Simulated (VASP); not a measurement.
# SiMo3 (Pm-3n) in VASP: further runs

The runs below take SiMo3 through electric field gradients, with PBE, r2SCAN.

Everything below comes from runs of VASP 6.6.1. Logs are shortened: lines on timing, memory, paths and dates and some standing lists are left out, and cuts for length are marked.

## (1) The cell of the first run

Symmetry: Pm-3n, No. 223, cubic system. The conventional cell has a = 4.889 Å, b = 4.889 Å, c = 4.889 Å, α = 90.00°, β = 90.00°, γ = 90.00°. Within 3.6 Å of Si (site symmetry m-3) lie 12 Mo at 2.73 Å. Within 3.2 Å of Mo (site symmetry -4m2) lie 10 Mo at 2.44 to 2.99 Å and 4 Si at 2.73 Å.

## (2) Electric field gradients, PBE

The input, INCAR:

```
PREC = Accurate
ENCUT = 520
EDIFF = 1E-8
ISMEAR = -1
SIGMA = 0.05
LREAL = F
LASPH = T
NELM = 100
ALGO = Normal
ISIF = 2
LWAVE = F
LCHARG = F
GGA = PE
LEFG = T
NBANDS = 56
```

The input, KPOINTS:

```
Automatic mesh
0
Gamma
  6 6 6
```

The input, POSCAR:

```
SiMo3
1.0
    4.8890000000      0.0000000000      0.0000000000
    0.0000000000      4.8890000000      0.0000000000
    0.0000000000      0.0000000000      4.8890000000
Si Mo
2 6
Direct
    0.0000000000      0.0000000000      0.0000000000
    0.5000000000      0.5000000000      0.5000000000
    0.2500000000      0.0000000000      0.5000000000
    0.5000000000      0.7500000000      0.0000000000
    0.7500000000      0.0000000000      0.5000000000
    0.5000000000      0.2500000000      0.0000000000
    0.0000000000      0.5000000000      0.7500000000
    0.0000000000      0.5000000000      0.2500000000
```

Potentials or basis: VASP PAW PBE potentials, release 64 (Si, Mo_sv).

Started as:

```
cat potpaw_PBE.64/Si/POTCAR potpaw_PBE.64/Mo_sv/POTCAR > POTCAR
mpirun -np 1 vasp_std > vasp.out
```

OUTCAR:

```text
PREC = Accurate
   ENCUT = 520
   EDIFF = 1E-8
   ISMEAR = -1
   LREAL = F
   LASPH = T
   NELM = 100
   ISIF = 2
   GGA = PE

 ion  position               nearest neighbor table
   1  0.000  0.000  0.000-   3 2.73   4 2.73   5 2.73   6 2.73   7 2.73   8 2.73   3 2.73   5 2.73
                             7 2.73   8 2.73   4 2.73   6 2.73
   2  0.500  0.500  0.500-   3 2.73   4 2.73   5 2.73   6 2.73   7 2.73   8 2.73   4 2.73   6 2.73
                             3 2.73   5 2.73   7 2.73   8 2.73
   3  0.250  0.000  0.500-   5 2.44   5 2.44   1 2.73   1 2.73   2 2.73   2 2.73   8 2.99   4 2.99
                             4 2.99   6 2.99   6 2.99   7 2.99   8 2.99   7 2.99
   4  0.500  0.750  0.000-   6 2.44   6 2.44   1 2.73   2 2.73   2 2.73   1 2.73   8 2.99   5 2.99
                             3 2.99   5 2.99   3 2.99   7 2.99   7 2.99   8 2.99
   5  0.750  0.000  0.500-   3 2.44   3 2.44   1 2.73   1 2.73   2 2.73   2 2.73   8 2.99   4 2.99
                             4 2.99   6 2.99   6 2.99   7 2.99   8 2.99   7 2.99
   6  0.500  0.250  0.000-   4 2.44   4 2.44   1 2.73   2 2.73   2 2.73   1 2.73   8 2.99   3 2.99
                             3 2.99   5 2.99   5 2.99   7 2.99   7 2.99   8 2.99
   7  0.000  0.500  0.750-   8 2.44   8 2.44   1 2.73   2 2.73   1 2.73   2 2.73   3 2.99   4 2.99
                             5 2.99   3 2.99   5 2.99   6 2.99   4 2.99   6 2.99
   8  0.000  0.500  0.250-   7 2.44   7 2.44   1 2.73   2 2.73   1 2.73   2 2.73   3 2.99   4 2.99
                             5 2.99   3 2.99   5 2.99   6 2.99   4 2.99   6 2.99

  LATTYP: Found a simple cubic cell.
 ALAT       =     4.8890000000

  Lattice vectors:

 A1 = (   4.8890000000,   0.0000000000,   0.0000000000)
 A2 = (   0.0000000000,   4.8890000000,   0.0000000000)
 A3 = (   0.0000000000,   0.0000000000,   4.8890000000)

Analysis of symmetry for initial positions (statically):
=====================================================================
 Subroutine PRICEL returns:
 Original cell was already a primitive cell.

 Routine SETGRP: Setting up the symmetry group for a
 simple cubic supercell.

 Subroutine GETGRP returns: Found 48 space group operations
 (whereof 24 operations were pure point group operations)
 out of a pool of 48 trial point group operations.

The static configuration has the point symmetry T_h .
 The point group associated with its full space group is O_h .

Analysis of symmetry for dynamics (positions and initial velocities):
=====================================================================
 Subroutine PRICEL returns:
 Original cell was already a primitive cell.

 Routine SETGRP: Setting up the symmetry group for a
 simple cubic supercell.

 Subroutine GETGRP returns: Found 48 space group operations
 (whereof 24 operations were pure point group operations)
 out of a pool of 48 trial point group operations.

The dynamic configuration has the point symmetry T_h .
 The point group associated with its full space group is O_h .

 Subroutine INISYM returns: Found 48 space group operations
 (whereof 24 operations are pure point group operations),
 and found     1 'primitive' translations

----------------------------------------------------------------------------------------

                                     Primitive cell

  volume of cell :     116.8584

  direct lattice vectors                    reciprocal lattice vectors
     4.889000000  0.000000000  0.000000000     0.204540806  0.000000000  0.000000000
     0.000000000  4.889000000  0.000000000     0.000000000  0.204540806  0.000000000
     0.000000000  0.000000000  4.889000000     0.000000000  0.000000000  0.204540806

  length of vectors
     4.889000000  4.889000000  4.889000000     0.204540806  0.204540806  0.204540806

  position of ions in fractional coordinates (direct lattice)
     0.000000000  0.000000000  0.000000000
     0.500000000  0.500000000  0.500000000
     0.250000000  0.000000000  0.500000000
     0.500000000  0.750000000  0.000000000
     0.750000000  0.000000000  0.500000000
     0.500000000  0.250000000  0.000000000
[... 86 lines left out ...]
   ISIF   =      2    stress and relaxation
   ISYM   =      2    0-nonsym 1-usesym 2-fastsym
   POTIM  = 0.5000    time-step for ionic-motion
   TEBEG  =    0.0;   TEEND  =   0.0 temperature during run
   PSTRESS=    0.0 pullay stress
   NELECT =      92.0000    total number of electrons
   NUPDOWN=      -1.0000    fix difference up-down
   EMIN   =  10.00;   EMAX   =-10.00  energy-range for DOS
   EFERMI =   0.00;   METHOD = LEGACY
   ISMEAR =    -1;   SIGMA  =   0.05  broadening in eV -4-tet -1-fermi 0-gaus
   EFERMI_NEDOS =   21; number of points for ismear=-14 and -15
   IALGO  =     38    algorithm
   IMIX   =      4    mixing-type and parameters
     AMIX     =   0.40;   BMIX     =  1.00
     AMIX_MAG =   1.60;   BMIX_MAG =  1.00
  volume/ion in A,a.u.               =      14.61        98.57
  Fermi-wavevector in a.u.,A,eV,Ry     =   1.511648  2.856601 31.090405  2.285080
  Thomas-Fermi vector in A             =   2.621677
   LORBIT       =      0    0 simple, 1 ext, 2 COOP (PROOUT), +10 PAW based schemes
   GGA     = PE    functional components
   LHFCALC =     F    Hartree Fock is set to
   AEXX    =    0.0000 exact exchange contribution
   IVDW    =     0    specifies the selected vdW correction
   LEPSILON=     F    determine dielectric tensor
   LRPA    =     F    only Hartree local field effects (RPA)
 non-spin polarized calculation
  energy-cutoff  :      520.00
  volume of cell :      116.86
 maximum number of plane-waves:      3178
   NGX = 19   NGY = 19   NGZ = 19

 number of electron      91.9999979 magnetization

 Free energy of the ion-electron system (eV)
  ---------------------------------------------------
  ext. energy  EPLUGINS =         0.00000000
  ---------------------------------------------------
  free energy    TOTEN  =       -78.97595014 eV

  energy without entropy =      -78.94245415  energy(sigma->0) =      -78.95920214

 E-fermi :  12.7708     XC(G=0): -13.1128

 val. band max:       12.7075297507   @ k =   0.5000   0.3333   0.0000
 cond. band min:      12.7799542612   @ k =   0.5000   0.3333   0.0000
 fundamental gap:      0.0724245105
 Fermi energy:        12.7708307586

 k-point     1 :       0.0000    0.0000    0.0000
  band No.  band energies     occupation
      1     -48.5094      2.00000
      2     -48.3939      2.00000
      3     -48.3939      2.00000
      4     -48.0634      2.00000
      5     -48.0634      2.00000
      6     -48.0634      2.00000
[... 1169 lines left out ...]
     55      15.0048      0.00000
     56      15.0048      0.00000

------------------------ aborting loop because EDIFF is reached ----------------------------------------

  FORCE on cell =-STRESS in cart. coord.  units (eV):
  Direction    XX          YY          ZZ          XY          YZ          ZX
  --------------------------------------------------------------------------------------
  -------------------------------------------------------------------------------------
  Total        2.3457201      2.3457201      2.3457201      0.0000000      0.0000000     -0.0000000
  in kB       32.1607863     32.1607863     32.1607863      0.0000000      0.0000000     -0.0000000
  external PRESSURE =      32.1607863 kB  Pullay stress =       0.0000000 kB

 VOLUME and BASIS-vectors are now :
 -----------------------------------------------------------------------------
  energy-cutoff  :      520.00
  volume of cell :      116.86
      direct lattice vectors                 reciprocal lattice vectors
     4.889000000  0.000000000  0.000000000     0.204540806  0.000000000  0.000000000
     0.000000000  4.889000000  0.000000000     0.000000000  0.204540806  0.000000000
     0.000000000  0.000000000  4.889000000     0.000000000  0.000000000  0.204540806

 POSITION                                       TOTAL-FORCE (eV/Angst)
 -----------------------------------------------------------------------------------
      0.00000      0.00000      0.00000        -0.000000     -0.000000      0.000000
      2.44450      2.44450      2.44450        -0.000000     -0.000000      0.000000
      1.22225      0.00000      2.44450        -0.000000      0.000000      0.000000
      2.44450      3.66675      0.00000         0.000000     -0.000000      0.000000
      3.66675      0.00000      2.44450         0.000000      0.000000     -0.000000
      2.44450      1.22225      0.00000        -0.000000      0.000000      0.000000
      0.00000      2.44450      3.66675        -0.000000      0.000000     -0.000000
      0.00000      2.44450      1.22225         0.000000     -0.000000      0.000000
 -----------------------------------------------------------------------------------
    total drift:                                0.000000      0.000000     -0.000000

  FREE ENERGIE OF THE ION-ELECTRON SYSTEM (eV)
  ---------------------------------------------------
  free  energy   TOTEN  =       -78.9759501360 eV

  energy  without entropy=      -78.9424541530  energy(sigma->0) =      -78.95920214

 Electric field gradients (V/A^2)
---------------------------------------------------------------------
 ion       V_xx      V_yy      V_zz      V_xy      V_xz      V_yz
---------------------------------------------------------------------
   1      -0.000     0.000     0.000     0.000     0.000     0.000
   2       0.000    -0.000     0.000     0.000     0.000    -0.000
   3      36.099   -18.049   -18.049     0.000     0.000    -0.000
   4     -18.049    36.099   -18.049     0.000    -0.000    -0.000
   5      36.099   -18.049   -18.049    -0.000     0.000    -0.000
   6     -18.049    36.099   -18.049     0.000    -0.000    -0.000
   7     -18.049   -18.049    36.099     0.000    -0.000     0.000
   8     -18.049   -18.049    36.099     0.000    -0.000     0.000
---------------------------------------------------------------------

 Electric field gradients after diagonalization (V/A^2)
 (convention: |V_zz| > |V_xx| > |V_yy|)
----------------------------------------------------------------------
 ion       V_xx      V_yy      V_zz     asymmetry (V_yy - V_xx)/ V_zz
----------------------------------------------------------------------
   1       0.000    -0.000     0.000      -0.537
   2       0.000    -0.000     0.000      -0.644
   3     -18.049   -18.049    36.099       0.000
   4     -18.049   -18.049    36.099       0.000
   5     -18.049   -18.049    36.099       0.000
   6     -18.049   -18.049    36.099       0.000
   7     -18.049   -18.049    36.099       0.000
   8     -18.049   -18.049    36.099       0.000
----------------------------------------------------------------------

           NMR quadrupolar parameters

 Cq : quadrupolar parameter    Cq=e*Q*V_zz/h
 eta: asymmetry parameters     (V_yy - V_xx)/ V_zz
 Q  : nuclear electric quadrupole moment in mb (millibarn)
----------------------------------------------------------------------
 ion       Cq(MHz)       eta       Q (mb)
----------------------------------------------------------------------
   1       0.000      -0.537       1.000
   2       0.000      -0.644       1.000
   3       0.087       0.000       1.000
   4       0.087       0.000       1.000
   5       0.087       0.000       1.000
   6       0.087       0.000       1.000
   7       0.087       0.000       1.000
   8       0.087       0.000       1.000
----------------------------------------------------------------------
```

Wall time 70 s (1 thread of AMD EPYC 9R45 (Zen 5), shared host); peak memory 0.22 GiB.

What came out:

```yaml
Free_energy: -78.9760 eV
Pressure: 3.2 GPa
Band_gap_on_the_k_mesh: zero (band 46 reaches 14.01 eV, above the bottom of band 47 at 11.57 eV)
```

Electric field gradients, principal values (V/Å²):
| atom | least | middle | greatest (by size) |
| --- | --- | --- | --- |
| 1 Si | 0.000 | 0.000 | 0.000 |
| 2 Si | 0.000 | 0.000 | 0.000 |
| 3 Mo | -18.049 | -18.049 | 36.099 |
| 4 Mo | -18.049 | -18.049 | 36.099 |
| 5 Mo | -18.049 | -18.049 | 36.099 |
| 6 Mo | -18.049 | -18.049 | 36.099 |
| 7 Mo | -18.049 | -18.049 | 36.099 |
| 8 Mo | -18.049 | -18.049 | 36.099 |

Caveat: without QUAD_EFG the Cq values of the log hold for a quadrupole moment of 1 mb, not for the nuclei.

(Part 1 of 2 ends here.)
